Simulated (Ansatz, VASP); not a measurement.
# Two plane-wave programs on CoO

```xyz
2
Lattice="1.6022 0.9250 2.5665 -1.6022 0.9250 2.5665 0.0000 -1.8501 2.5665" Properties=species:S:1:pos:R:3 pbc="T T T"
Co    0.0000    0.0000    7.6915
O     0.0000    0.0000    5.7824
```

Alike in both runs: functional PBE; k mesh 10 × 10 × 10; occupations fermi-dirac, width 0.05 eV; collinear spin.

|  | VASP | Ansatz |
| --- | --- | --- |
| version | VASP 6.6.1 | Ansatz 0.2.0 |
| potentials or method | VASP PAW PBE potentials, release 64 (Co_sv, O) | Ansatz PAW |
| plane-wave cutoff (eV) | 600 | 420 |
| valence electrons in the cell | 23 | 23 |
| task | single point | band structure |

|  | VASP | Ansatz | Ansatz less VASP |
| --- | --- | --- | --- |
| gap on the k mesh at the Fermi level (eV) | none | none | - |
| pressure (GPa) | -2.1 | -0.1 | +2.02 |
| traceless stress, the component that is largest in VASP (GPa) | 3.57 | 3.56 | -0.005 |
| rms of the force components (eV/Å) | 0.150 | 0.150 | 0.0000 |
| net moment per atom (μB) | 1.38 | 1.38 | +0.003 |
| size of the moment on the site where the two differ most (μB) | 2.31 | 2.20 | -0.112 |

Site moments also hang on the region over which each program counts them. Atom by atom the forces differ by 0.000 eV/Å (rms over components). A gap of «none» marks a metal or a gap that the smearing closes. The functional is the same, so the differences come from potentials, cutoffs and numerics.
